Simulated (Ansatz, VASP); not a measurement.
## Two plane-wave programs on PbS

```
CELL_PARAMETERS angstrom
0.00000 2.95128 2.95128
2.95128 0.00000 2.95128
2.95128 2.95128 0.00000
ATOMIC_POSITIONS crystal
Pb 0.00000 0.00000 0.00000
S 0.50000 0.50000 0.50000
```

Alike in both runs: functional PBEsol; k mesh 14 × 14 × 14; occupations fermi-dirac, width 0.1 eV; no spin polarisation.

Ansatz relaxed the structure, and its values are those at the end. VASP's run is a single point on that final structure, the one shown.

```csv
,VASP,Ansatz
version,VASP 6.6.1,Ansatz 0.2.0
potentials or method,"VASP PAW PBE potentials, release 64 (Pb_d, S)","PAW with Ansatz's default frozen-core files, scalar-relativistic"
plane-wave cutoff (eV),520,420
valence electrons in the cell,20,20
```

|  | VASP | Ansatz | Ansatz less VASP |
| --- | --- | --- | --- |
| pressure (GPa) | 0.0 | 0.0 | +0.04 |

VASP's potentials were made for PBE, not for PBEsol. The functional is the same, so the differences come from potentials, cutoffs and numerics.

Spin-orbit coupling is off throughout.
